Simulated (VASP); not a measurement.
The system is Nb.

```xyz
1
Lattice="-1.6221 1.6221 1.6221 1.6221 -1.6221 1.6221 1.6221 1.6221 -1.6221" Properties=species:S:1:pos:R:3 pbc="T T T"
Nb    0.0000    0.0000    0.0000
```

Base run:

```yaml
Program: VASP 6.6.1
Functional: r2SCAN
Potentials_or_basis: VASP PAW PBE potentials, release 64 (Nb_sv)
Cutoff: 520 eV
k_mesh: 8 × 8 × 8
Occupations: fermi-dirac, width 0.1069 eV
Spin: no spin polarisation
Hubbard_terms: Nb d U = 1.0 eV
```

Its results: pressure 14.3 GPa.

Problem. The run is repeated on the same cell with these changes: hubbard terms from Nb d U = 1.0 eV to none. What comes out?

Solution. Pressure 11.1 GPa.

Caveats: the PAW data sets were made with another functional, which shifts forces and pressure a little; U without spin polarisation on a metal has little footing (some runs); the U is typed as a test and isn't derived for this compound (some runs).
